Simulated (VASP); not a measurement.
# GaN (F-43m) in VASP: single point with PBE

Aim: the single point of GaN with PBE.

All numbers are computed with VASP 6.6.1; they aren't measurements. Logs are shortened: lines on timing, memory, paths and dates and some standing lists are left out, and cuts for length are marked.

## Step 1: The cell of the first run

Symmetry: F-43m, No. 216, cubic system. Conventional cell: a = 4.507 Å, b = 4.507 Å, c = 4.507 Å, α = 90.00°, β = 90.00°, γ = 90.00°. Within 2.6 Å of Ga (site symmetry -43m) lie 4 N at 1.95 Å. N (site symmetry -43m) has 4 Ga at 1.95 Å within 2.6 Å.

## Step 2: Single point, PBE

Input file INCAR:

```
ALGO = Normal
EDIFF = 1E-6
ENCUT = 600
GGA = PE
GGA_COMPAT = False
ISIF = 2
ISMEAR = 0
LASPH = True
LCHARG = False
LREAL = False
LWAVE = False
NBANDS = 16
NELM = 120
PREC = Accurate
SIGMA = 0.01
```

Input file KPOINTS:

```
k-points
0
Gamma
  7 7 7
```

Input file POSCAR:

```
GaN
1.0
    0.0000000000      2.2535010000      2.2535010000
    2.2535010000      0.0000000000      2.2535010000
    2.2535010000      2.2535010000      0.0000000000
Ga N
1 1
Direct
    0.0000000000      0.0000000000      0.0000000000
    0.7500000000      0.7500000000      0.7500000000
```

Potentials or basis: VASP PAW PBE potentials, release 64 (Ga_d, N).

Run with:

```
> cat potpaw_PBE.64/Ga_d/POTCAR potpaw_PBE.64/N/POTCAR > POTCAR
> mpirun -np 1 vasp_std > vasp.out
```

OUTCAR:

```text
EDIFF = 1E-6
   ENCUT = 600
   GGA = PE
   ISIF = 2
   ISMEAR = 0
   LASPH = True
   LREAL = False
   NELM = 120
   PREC = Accurate

 ion  position               nearest neighbor table
   1  0.000  0.000  0.000-   2 1.95   2 1.95   2 1.95   2 1.95
   2  0.750  0.750  0.750-   1 1.95   1 1.95   1 1.95   1 1.95

  LATTYP: Found a face centered cubic cell.
 ALAT       =     4.5070020000

  Lattice vectors:

 A1 = (   0.0000000000,   2.2535010000,   2.2535010000)
 A2 = (   2.2535010000,   0.0000000000,   2.2535010000)
 A3 = (   2.2535010000,   2.2535010000,   0.0000000000)

Analysis of symmetry for initial positions (statically):
=====================================================================
 Subroutine PRICEL returns:
 Original cell was already a primitive cell.

 Routine SETGRP: Setting up the symmetry group for a
 face centered cubic supercell.

 Subroutine GETGRP returns: Found 24 space group operations
 (whereof 24 operations were pure point group operations)
 out of a pool of 48 trial point group operations.

The static configuration has the point symmetry T_d .

Analysis of symmetry for dynamics (positions and initial velocities):
=====================================================================
 Subroutine PRICEL returns:
 Original cell was already a primitive cell.

 Routine SETGRP: Setting up the symmetry group for a
 face centered cubic supercell.

 Subroutine GETGRP returns: Found 24 space group operations
 (whereof 24 operations were pure point group operations)
 out of a pool of 48 trial point group operations.

The dynamic configuration has the point symmetry T_d .

 Subroutine INISYM returns: Found 24 space group operations
 (whereof 24 operations are pure point group operations),
 and found     1 'primitive' translations

----------------------------------------------------------------------------------------

                                     Primitive cell

  volume of cell :      22.8878

  direct lattice vectors                    reciprocal lattice vectors
     0.000000000  2.253501000  2.253501000    -0.221876982  0.221876982  0.221876982
     2.253501000  0.000000000  2.253501000     0.221876982 -0.221876982  0.221876982
     2.253501000  2.253501000  0.000000000     0.221876982  0.221876982 -0.221876982

  length of vectors
     3.186931677  3.186931677  3.186931677     0.384302205  0.384302205  0.384302205

  position of ions in fractional coordinates (direct lattice)
     0.000000000  0.000000000  0.000000000
     0.750000000  0.750000000  0.750000000

  ion indices of the primitive-cell ions
   primitive index   ion index
                 1           1
                 2           2

----------------------------------------------------------------------------------------

 KPOINTS: k-points

Automatic generation of k-mesh.
 Grid dimensions read from file:
 generate k-points for:    7    7    7

 Generating k-lattice:

  Cartesian coordinates                     Fractional coordinates (reciprocal lattice)
    -0.031696712  0.031696712  0.031696712     0.142857143  0.000000000  0.000000000
     0.031696712 -0.031696712  0.031696712     0.000000000  0.142857143  0.000000000
     0.031696712  0.031696712 -0.031696712     0.000000000  0.000000000  0.142857143

  Length of vectors
     0.054900315  0.054900315  0.054900315

  Shift w.r.t. Gamma in fractional coordinates (k-lattice)
     0.000000000  0.000000000  0.000000000

 Subroutine IBZKPT returns following result:
 ===========================================

 Found     20 irreducible k-points:

 Following reciprocal coordinates:
            Coordinates               Weight
  0.000000  0.000000  0.000000      1.000000
  0.142857  0.000000  0.000000      8.000000
  0.285714  0.000000  0.000000      8.000000
  0.428571  0.000000  0.000000      8.000000
  0.142857  0.142857  0.000000      6.000000
  0.285714  0.142857  0.000000     24.000000
[... 12 lines left out ...]
 -0.428571  0.428571  0.142857     24.000000
 -0.285714  0.428571  0.142857     24.000000
   k-points           NKPTS =     20   k-points in BZ     NKDIM =     20   number of bands    NBANDS=     16
   number of dos      NEDOS =    301   number of ions     NIONS =      2
   total plane-waves  NPLWV =  21952
   dimension x,y,z NGX =    28 NGY =   28 NGZ =   28
   dimension x,y,z NGXF=    56 NGYF=   56 NGZF=   56
   ions per type =               1   1
   NGX,Y,Z   is equivalent  to a cutoff of  14.61, 14.61, 14.61 a.u.
   NGXF,Y,Z  is equivalent  to a cutoff of  29.21, 29.21, 29.21 a.u.
 SYSTEM =  unknown system
   PREC   = accura    normal or accurate (medium, high low for compatibility)
   ISTART =      0    job   : 0-new  1-cont  2-samecut
   ICHARG =      2    charge: 1-file 2-atom 10-const
   ISPIN  =      1    spin polarized calculation?
   LNONCOLLINEAR =      F non collinear calculations
   LSORBIT =      F    spin-orbit coupling
   LASPH  =      T    aspherical Exc in radial PAW
   ENCUT  =  600.0 eV  44.10 Ry    6.64 a.u.   6.37  6.37  6.37*2*pi/ulx,y,z
   NELM   =    120;   NELMIN=  2; NELMDL= -5     # of ELM steps
   EDIFF  = 0.1E-05   stopping-criterion for ELM
   LREAL  =      F    real-space projection
   EDIFFG = 0.1E-04   stopping-criterion for IOM
   NSW    =      0    number of steps for IOM
   IBRION =     -1    ionic relax: 0-MD 1-quasi-New 2-CG
   NFREE  =      0    steps in history (QN), initial steepest desc. (CG)
   ISIF   =      2    stress and relaxation
   ISYM   =      2    0-nonsym 1-usesym 2-fastsym
   POTIM  = 0.5000    time-step for ionic-motion
   TEBEG  =    0.0;   TEEND  =   0.0 temperature during run
   PSTRESS=    0.0 pullay stress
   NELECT =      18.0000    total number of electrons
   NUPDOWN=      -1.0000    fix difference up-down
   EMIN   =  10.00;   EMAX   =-10.00  energy-range for DOS
   EFERMI =   0.00;   METHOD = LEGACY
   ISMEAR =     0;   SIGMA  =   0.01  broadening in eV -4-tet -1-fermi 0-gaus
   EFERMI_NEDOS =   21; number of points for ismear=-14 and -15
   IALGO  =     38    algorithm
   IMIX   =      4    mixing-type and parameters
     AMIX     =   0.40;   BMIX     =  1.00
     AMIX_MAG =   1.60;   BMIX_MAG =  1.00
  volume/ion in A,a.u.               =      11.44        77.23
  Fermi-wavevector in a.u.,A,eV,Ry     =   1.511116  2.855596 31.068532  2.283473
  Thomas-Fermi vector in A             =   2.621216
   LORBIT       =      0    0 simple, 1 ext, 2 COOP (PROOUT), +10 PAW based schemes
   GGA     = PE    functional components
   LHFCALC =     F    Hartree Fock is set to
   AEXX    =    0.0000 exact exchange contribution
   IVDW    =     0    specifies the selected vdW correction
   LEPSILON=     F    determine dielectric tensor
   LRPA    =     F    only Hartree local field effects (RPA)
 non-spin polarized calculation
 Gauss-broadening in eV      SIGMA  =   0.01
  energy-cutoff  :      600.00
  volume of cell :       22.89
 maximum number of plane-waves:       771
 NGX is ok and might be reduce to    28
   NGX = 13   NGY = 13   NGZ = 13

 number of electron      18.0000005 magnetization

 Free energy of the ion-electron system (eV)
  ---------------------------------------------------
  ext. energy  EPLUGINS =         0.00000000
  ---------------------------------------------------
  free energy    TOTEN  =       -12.14323904 eV

  energy without entropy =      -12.14323904  energy(sigma->0) =      -12.14323904

 E-fermi :   5.3947     XC(G=0): -11.6666

 val. band max:        5.2829213289   @ k =   0.0000   0.0000   0.0000
 cond. band min:       7.0066447045   @ k =   0.0000   0.0000   0.0000
 fundamental gap:      1.7237233755
 Fermi energy:         5.3947426589

 k-point     1 :       0.0000    0.0000    0.0000
  band No.  band energies     occupation
      1     -10.6518      2.00000
      2      -8.1608      2.00000
      3      -8.1608      2.00000
      4      -8.1608      2.00000
      5      -7.8412      2.00000
      6      -7.8411      2.00000
[... 8 lines left out ...]
     15      24.1370      0.00000
     16      24.1370      0.00000

 k-point     2 :       0.1429    0.0000    0.0000
  band No.  band energies     occupation
      1     -10.4365      2.00000
      2      -8.1348      2.00000
      3      -8.1348      2.00000
      4      -8.0731      2.00000
      5      -7.8428      2.00000
      6      -7.8428      2.00000
[... 8 lines left out ...]
     15      22.3693      0.00000
     16      22.3693      0.00000

 k-point     3 :       0.2857    0.0000    0.0000
  band No.  band energies     occupation
      1     -10.0071      2.00000
      2      -8.0907      2.00000
      3      -8.0907      2.00000
      4      -7.8305      2.00000
      5      -7.8305      2.00000
      6      -7.6362      2.00000
[... 8 lines left out ...]
     15      22.4083      0.00000
     16      22.4083      0.00000

 k-point     4 :       0.4286    0.0000    0.0000
  band No.  band energies     occupation
      1      -9.7690      2.00000
      2      -8.0743      2.00000
      3      -8.0743      2.00000
      4      -7.8000      2.00000
      5      -7.8000      2.00000
      6      -6.7950      2.00000
[... 8 lines left out ...]
     15      24.3663      0.00000
     16      24.3663      0.00000

 k-point     5 :       0.1429    0.1429    0.0000
  band No.  band energies     occupation
      1     -10.3669      2.00000
      2      -8.1094      2.00000
      3      -8.1094      2.00000
      4      -8.0817      2.00000
      5      -7.8553      2.00000
      6      -7.8267      2.00000
[... 8 lines left out ...]
     15      25.4380      0.00000
     16      25.5497      0.00000

 k-point     6 :       0.2857    0.1429    0.0000
  band No.  band energies     occupation
      1     -10.0175      2.00000
      2      -8.0802      2.00000
      3      -8.0570      2.00000
      4      -7.9288      2.00000
      5      -7.8107      2.00000
      6      -7.6865      2.00000
[... 8 lines left out ...]
     15      24.3596      0.00000
     16      24.7268      0.00000

 k-point     7 :       0.4286    0.1429    0.0000
  band No.  band energies     occupation
      1      -9.7509      2.00000
      2      -8.0672      2.00000
      3      -8.0323      2.00000
      4      -7.8726      2.00000
      5      -7.7913      2.00000
      6      -6.9116      2.00000
[... 8 lines left out ...]
     15      23.9857      0.00000
     16      25.5624      0.00000

 k-point     8 :      -0.4286    0.1429    0.0000
  band No.  band energies     occupation
      1      -9.6953      2.00000
      2      -8.0680      2.00000
      3      -8.0340      2.00000
      4      -7.8294      2.00000
      5      -7.8053      2.00000
      6      -6.4716      2.00000
[... 8 lines left out ...]
     15      24.2473      0.00000
     16      24.4961      0.00000

 k-point     9 :      -0.2857    0.1429    0.0000
  band No.  band energies     occupation
      1      -9.8202      2.00000
      2      -8.0700      2.00000
      3      -8.0535      2.00000
      4      -7.8489      2.00000
      5      -7.8354      2.00000
      6      -7.1891      2.00000
[... 8 lines left out ...]
     15      22.4206      0.00000
     16      24.9761      0.00000
[... 96 lines left out ...]
 k-point    15 :       0.4286    0.4286    0.0000
  band No.  band energies     occupation
      1      -9.5942      2.00000
      2      -8.0660      2.00000
      3      -7.8742      2.00000
      4      -7.8742      2.00000
      5      -7.7681      2.00000
      6      -6.4138      2.00000
[... 8 lines left out ...]
     15      27.2475      0.00000
     16      29.2732      0.00000

 k-point    16 :      -0.4286    0.4286    0.0000
  band No.  band energies     occupation
      1      -9.5733      2.00000
      2      -8.0577      2.00000
      3      -7.8879      2.00000
      4      -7.8732      2.00000
      5      -7.7787      2.00000
      6      -6.0758      2.00000
[... 8 lines left out ...]
     15      27.6620      0.00000
     16      28.2131      0.00000

 k-point    17 :       0.4286    0.2857    0.1429
  band No.  band energies     occupation
      1      -9.7729      2.00000
      2      -8.0398      2.00000
      3      -8.0202      2.00000
      4      -7.9173      2.00000
      5      -7.8068      2.00000
      6      -7.1515      2.00000
[... 8 lines left out ...]
     15      24.9343      0.00000
     16      27.2002      0.00000

 k-point    18 :      -0.4286    0.2857    0.1429
  band No.  band energies     occupation
      1      -9.6412      2.00000
      2      -8.0470      2.00000
      3      -7.9873      2.00000
      4      -7.8761      2.00000
      5      -7.8097      2.00000
      6      -6.3677      2.00000
[... 8 lines left out ...]
     15      24.3081      0.00000
     16      27.1113      0.00000

 k-point    19 :      -0.4286    0.4286    0.1429
  band No.  band energies     occupation
      1      -9.5899      2.00000
      2      -8.0319      2.00000
      3      -7.9569      2.00000
      4      -7.8654      2.00000
      5      -7.7921      2.00000
      6      -6.1870      2.00000
[... 8 lines left out ...]
     15      26.4601      0.00000
     16      28.1415      0.00000

 k-point    20 :      -0.2857    0.4286    0.1429
  band No.  band energies     occupation
      1      -9.5806      2.00000
      2      -8.0297      2.00000
      3      -7.9668      2.00000
      4      -7.8526      2.00000
      5      -7.8223      2.00000
      6      -5.9596      2.00000
[... 8 lines left out ...]
     15      24.5903      0.00000
     16      28.6736      0.00000

------------------------ aborting loop because EDIFF is reached ----------------------------------------

  FORCE on cell =-STRESS in cart. coord.  units (eV):
  Direction    XX          YY          ZZ          XY          YZ          ZX
  --------------------------------------------------------------------------------------
  -------------------------------------------------------------------------------------
  Total        0.7037109      0.7037109      0.7037109      0.0000000     -0.0000000      0.0000000
  in kB       49.2608192     49.2608192     49.2608192      0.0000000     -0.0000000      0.0000000
  external PRESSURE =      49.2608192 kB  Pullay stress =       0.0000000 kB

 VOLUME and BASIS-vectors are now :
 -----------------------------------------------------------------------------
  energy-cutoff  :      600.00
  volume of cell :       22.89
      direct lattice vectors                 reciprocal lattice vectors
     0.000000000  2.253501000  2.253501000    -0.221876982  0.221876982  0.221876982
     2.253501000  0.000000000  2.253501000     0.221876982 -0.221876982  0.221876982
     2.253501000  2.253501000  0.000000000     0.221876982  0.221876982 -0.221876982

 POSITION                                       TOTAL-FORCE (eV/Angst)
 -----------------------------------------------------------------------------------
      0.00000      0.00000      0.00000        -0.000000     -0.000000     -0.000000
      3.38025      3.38025      3.38025         0.000000      0.000000      0.000000
 -----------------------------------------------------------------------------------
    total drift:                               -0.000000     -0.000000     -0.000000

  FREE ENERGIE OF THE ION-ELECTRON SYSTEM (eV)
  ---------------------------------------------------
  free  energy   TOTEN  =       -12.1432390356 eV

  energy  without entropy=      -12.1432390356  energy(sigma->0) =      -12.14323904
```

It took 9.6 s on 1 thread of Intel Xeon 6975P-C (Granite Rapids), shared host; peak memory 0.15 GiB.

What came out:

```yaml
Free_energy: -12.1432 eV
Pressure: 4.9 GPa
Band_gap_on_the_k_mesh: 1.72 eV, direct
```

Levels at points of the mesh, in eV from the valence-band top:
| k point | band 7 | band 8 | band 9 | band 10 | band 11 | band 12 |
| --- | --- | --- | --- | --- | --- | --- |
| (0.00, 0.00, 0.00) | 0.00 | 0.00 | 0.00 | 1.72 | 10.30 | 10.30 |
